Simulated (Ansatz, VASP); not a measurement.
## Sc in VASP and in Ansatz

```xyz
2
Lattice="0.0000 3.4442 3.4442 3.4442 0.0000 3.4442 3.4442 3.4442 0.0000" Properties=species:S:1:pos:R:3 pbc="T T T"
Sc    0.8611    0.8611    0.8611
Sc    6.0274    6.0274    6.0274
```

Alike in both runs: functional BLYP; k mesh 9 × 9 × 9; occupations fermi-dirac, width 0.1 eV; no spin polarisation.

Ansatz relaxed the structure, and its values are those at the end. VASP's run is a single point on that final structure, the one shown.

|  | VASP | Ansatz |
| --- | --- | --- |
| version | VASP 6.6.1 | Ansatz 0.2.0 |
| potentials or method | VASP PAW PBE potentials, release 64 (Sc_sv), cutoff 520 eV | plane waves (420 eV) with PAW, scalar-relativistic |
| valence electrons in the cell | 22 | 22 |

```tsv
	VASP	Ansatz	Ansatz less VASP
pressure (GPa)	0.0	0.0	+0.04
```

VASP's potentials were made for PBE, not for BLYP. The functional is the same, so the differences come from potentials, cutoffs and numerics.
